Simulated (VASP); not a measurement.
Write the native input for VASP 6.6.1 that does the following.

| Item | Value |
| --- | --- |
| Task | single point |
| Functional | PBE |
| Potentials or basis | VASP PAW PBE potentials, release 64 (Ca_sv, S) |
| Cutoff | 500 eV |
| k mesh | 2 × 2 × 1 |
| Occupations | gaussian, width 0.1 eV |
| Spin | non-collinear spin, zero start, spin-orbit coupling |
| Starting moments | [[0.0, 0.0, 0.0], [0.0, 0.0, 0.0]] μB |
| Dipole correction | no |
| Further INCAR settings | ALGO = Normal; EDIFF = 1e-06; NBANDS = 28; ISYM = -1 |

The structure of CaS lies in POSCAR:

```
CaS
1.0
    0.0000000000      2.8523742917      2.8523742917
    2.8523742917      0.0000000000      2.8523742917
    2.8523742917      2.8523742917      0.0000000000
Ca S
1 1
Direct
    0.0000000000      0.0000000000      0.0000000000
    0.5000000000      0.5000000000      0.5000000000
```

One way to write it, as run:

INCAR

```
SYSTEM = CaS
PREC     = Accurate       ! precision mode
ENCUT    = 500            ! plane-wave cutoff, eV
EDIFF    = 1E-6           ! SCF threshold, eV
ISMEAR   = 0              ! smearing method
SIGMA    = 0.1            ! smearing width, eV
LREAL    = .FALSE.        ! projectors in reciprocal space
LASPH    = .TRUE.         ! aspherical terms in the spheres
NELM     = 200            ! most SCF steps
ALGO     = Normal         ! electronic algorithm
ISIF     = 2              ! what is computed and relaxed
LWAVE    = .FALSE.        ! write WAVECAR
LCHARG   = .TRUE.         ! write CHGCAR
MAGMOM   = 0 0 0 0 0 0    ! initial moments
LORBIT   = 11             ! projections on sites
LSORBIT  = .TRUE.         ! spin-orbit coupling
GGA_COMPAT= .FALSE.      
LORBMOM  = .TRUE.       
GGA      = PE             ! functional
LVHAR    = .TRUE.       
NBANDS   = 28             ! bands
ISYM     = -1
```

KPOINTS

```
regular mesh
0
G
  2 2 1
  0 0 0
```

Potentials or basis: VASP PAW PBE potentials, release 64 (Ca_sv, S).

The run is started by

```console
$ cat potpaw_PBE.64/Ca_sv/POTCAR potpaw_PBE.64/S/POTCAR > POTCAR
$ mpirun -np 1 vasp_ncl > vasp.out
```

It gave:

```json
{"Pressure": "6.3 GPa", "Net moment": "0.00 μB per cell", "Valence electrons inside the program's atomic spheres": "Ca 8.12; S 3.87"}
```

Caveat: the k points lie up to 1.56 Å⁻¹ apart, too coarse for converged energies, forces and pressures.

Wall time 57 s on 1 thread of Intel Xeon 8259CL, with other jobs on the host, peak memory 0.26 GiB.
